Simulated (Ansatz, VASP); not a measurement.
Two plane-wave programs on SnO2

INCAR

```
SYSTEM = SnO2
ALGO = Normal ; EDIFF = 1E-6
ENCUT = 520 ; ISIF = 2
ISMEAR = 0 ; LASPH = .TRUE.
LCHARG = .FALSE. ; LREAL = .FALSE.
LWAVE = .FALSE. ; NBANDS = 35
NELM = 80 ; PREC = Accurate
SIGMA = 0.01
```

The input KPOINTS:

```
k-points
0
G
  4 4 6
  0 0 0
```

File POSCAR:

```
SnO2
1.0
    4.7477667699      0.0000000000      0.0000000000
    0.0000000000      4.8256844194      0.0000000000
    0.0000000000      0.0000000000      3.2136622754
Sn O
2 4
Direct
    0.5000000000      0.5000000000      0.5000000000
    0.0000000000      0.0000000000      0.0000000000
    0.2918550000      0.3210420000      0.0000000000
    0.7918550000      0.1789580000      0.5000000000
    0.2081450000      0.8210420000      0.5000000000
    0.7081450000      0.6789580000      0.0000000000
```

Input for Ansatz:

```yaml
crystal:
  lattice:
    - [4.74776676992274, 0.0, 0.0]
    - [0.0, 4.825684419374785, 0.0]
    - [0.0, 0.0, 3.2136622753675788]
  atoms:
    - { symbol: Sn, position: [0.5, 0.5, 0.5] }
    - { symbol: Sn, position: [0.0, 0.0, 0.0] }
    - { symbol: O, position: [0.291855, 0.321042, 0.0] }
    - { symbol: O, position: [0.791855, 0.178958, 0.5] }
    - { symbol: O, position: [0.208145, 0.821042, 0.5] }
    - { symbol: O, position: [0.708145, 0.678958, 0.0] }
basis:
  ecutwfc: 500.0
kpoints:
  mp_grid:
    grid: [4, 4, 6]
hamiltonian:
  xc: lda
  pseudopotentials:
    kind: paw
scf:
  occupations:
    method: fixed
output:
  stress: true
```

Alike in both runs: task single point; functional LDA; k mesh 4 × 4 × 6; no spin polarisation.

```csv
,VASP,Ansatz
version,VASP 6.6.1,Ansatz 0.2.0
potentials or method,"VASP PAW LDA potentials, release 64 (Sn_d, O), cutoff 520 eV","plane waves, PAW"
occupations,"gaussian, width 0.01 eV",fixed
valence electrons in the cell,52,52
```

|  | VASP | Ansatz | Ansatz less VASP |
| --- | --- | --- | --- |
| pressure (GPa) | -6.0 | -6.9 | -0.92 |
| traceless stress, the component that is largest in VASP (GPa) | 0.20 | 0.35 | +0.150 |

LDA's correlation is that of Perdew and Zunger in VASP and of Perdew and Wang (1992) in Ansatz.
